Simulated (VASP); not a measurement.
A run of VASP 6.6.1 is set up as follows.

File INCAR:

```
PREC = Accurate ; ENCUT = 520
EDIFF = 1E-6 ; ISMEAR = 0
SIGMA = 0.03 ; LREAL = F
LASPH = T ; NELM = 60
ALGO = Fast ; ISIF = 2
LWAVE = F ; LCHARG = F
GGA = CA ; NBANDS = 29
```

The input KPOINTS:

```
regular mesh
0
Gamma
  10 10 10
```

Contents of POSCAR:

```
Al2Ru
1.0
    0.0000000000      4.1017912271      4.5094084761
    2.3449648998      0.0000000000      4.5094084761
    2.3449648998      4.1017912271      0.0000000000
Al Ru
4 2
Direct
    0.0788992938      0.4211007062      0.0788992938
    0.4211007062      0.0788992938      0.4211007062
    0.1711007062      0.8288992938      0.1711007062
    0.8288992938      0.1711007062      0.8288992938
    0.7500000000      0.7500000000      0.7500000000
    0.5000000000      0.5000000000      0.5000000000
```

Potentials or basis: VASP PAW LDA potentials, release 64 (Al, Ru_pv).

The run is started by

```bash
$ cat potpaw_LDA.64/Al/POTCAR potpaw_LDA.64/Ru_pv/POTCAR > POTCAR
$ mpirun -np 1 vasp_std > vasp.out
```

(1) Estimate the pressure.

(2) Estimate the largest force.

(3) Predict the band gap on the k mesh.

Answers

(1) -11.9 GPa.

(2) 0.038 eV/Å.

(3) zero (bands 20 and 21 overlap by 0.13 eV).

Caveat: the stress differs along the axes, from -15 to -7 GPa.
